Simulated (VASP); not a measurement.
Wanted: the native input for a VASP 6.6.1 run.

* Task: single point
* Functional: PBEsol
* Potentials or basis: VASP PAW PBE potentials, release 64 (Ta_pv, V_sv, N)
* Cutoff: 520 eV
* k mesh: 9 × 9 × 6
* Occupations: fermi-dirac, width 0.05 eV
* Spin: no spin polarisation
* Dipole correction: no
* Further INCAR settings: ALGO = Normal; EDIFF = 1e-06; NBANDS = 25

The structure of TaVN2 lies in POSCAR:

```
TaVN2
1.0
    3.0498670000      0.0000000000      0.0000000000
    0.0000000000      3.0498670000      0.0000000000
    0.0000000000      0.0000000000      4.2960620000
Ta V N
1 1 2
Direct
    0.0000000000      0.0000000000      0.0000000000
    0.5000000000      0.5000000000      0.5000000000
    0.5000000000      0.5000000000      0.0000000000
    0.0000000000      0.0000000000      0.5000000000
```

One way to write it, as run:

INCAR

```
ALGO     = Normal         # electronic algorithm
EDIFF    = 1E-6           # SCF threshold, eV
ENCUT    = 520            # plane-wave cutoff, eV
GGA      = PS             # functional
ISIF     = 2              # what is computed and relaxed
ISMEAR   = -1             # smearing method
LASPH    = T              # aspherical terms in the spheres
LCHARG   = F              # write CHGCAR
LREAL    = F              # projectors in reciprocal space
LWAVE    = F              # write WAVECAR
NBANDS   = 25             # bands
NELM     = 100            # most SCF steps
PREC     = Accurate       # precision mode
SIGMA    = 0.05           # smearing width, eV
```

KPOINTS

```
k-points
0
Gamma
  9 9 6
```

Potentials or basis: VASP PAW PBE potentials, release 64 (Ta_pv, V_sv, N).

Launch:

```sh
$ cat potpaw_PBE.64/Ta_pv/POTCAR potpaw_PBE.64/V_sv/POTCAR potpaw_PBE.64/N/POTCAR > POTCAR
$ mpirun -np 1 vasp_std > vasp.out
```

Results of the run:

- Pressure: -11.8 GPa
- Band gap on the k mesh: zero (bands 17 and 18 overlap by 2.18 eV)

Caveat: the cell stands under tension; the PAW data sets were made with another functional, which shifts forces and pressure a little; spin-orbit coupling is left out, which moves the levels of the heavy elements; the run has no spin polarisation, though such a crystal can be magnetic.

Run time: 100 s on 1 thread of Intel Xeon 8259CL, on a shared host, peak memory 0.2 GiB.
